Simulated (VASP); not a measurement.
Write the native input for VASP 6.6.1 that does the following.

| Item | Value |
| --- | --- |
| Task | single point |
| Functional | RPBE |
| Potentials or basis | VASP PAW PBE potentials, release 64 (W_sv) |
| Cutoff | 520 eV |
| k mesh | 13 × 13 × 9 |
| Occupations | fermi-dirac, width 0.1 eV |
| Spin | no spin polarisation |
| Dipole correction | no |
| Further INCAR settings | ALGO = Normal; EDIFF = 1e-06; NBANDS = 21; ISYM = 0 |

The structure of W lies in POSCAR:

```
W
1.0
   -1.9140021266      1.9141948310      1.3532681022
    1.9141948310     -1.9140021266      1.3532681022
    3.2208990239      3.2208990239     -1.3529151639
W
2
Direct
    0.0000415486      0.9999584514      1.0000000000
    0.7499584514      0.2500415486      0.5000000000
```

The input as run:

INCAR

```
SYSTEM = W
PREC     = Accurate       ! precision mode
ENCUT    = 520            ! plane-wave cutoff, eV
EDIFF    = 1E-6           ! SCF threshold, eV
ISMEAR   = -1             ! smearing method
SIGMA    = 0.1            ! smearing width, eV
LREAL    = .FALSE.        ! projectors in reciprocal space
LASPH    = .TRUE.         ! aspherical terms in the spheres
NELM     = 60             ! most SCF steps
ALGO     = Normal         ! electronic algorithm
ISIF     = 2              ! what is computed and relaxed
LWAVE    = .FALSE.        ! write WAVECAR
LCHARG   = .FALSE.        ! write CHGCAR
GGA      = RP             ! functional
ISYM     = 0            
NBANDS   = 21             ! bands
```

KPOINTS

```
regular mesh
0
G
  13 13 9
  0 0 0
```

Potentials or basis: VASP PAW PBE potentials, release 64 (W_sv).

Run with:

```bash
$ cat potpaw_PBE.64/W_sv/POTCAR > POTCAR
$ mpirun -np 1 vasp_std > vasp.out
```

It gave:

The pressure is 0.4 GPa and the band gap on the k mesh is zero (band 14 reaches 11.24 eV, above the bottom of band 15 at 10.03 eV).

Caveat: the PAW data sets were made with another functional, which shifts forces and pressure a little; spin-orbit coupling is left out, which moves the levels of the heavy elements.

It took 2.7 min on 1 thread of Intel(R) Xeon(R) Platinum 8559C (Emerald Rapids) (shared host), peak memory 0.49 GiB.
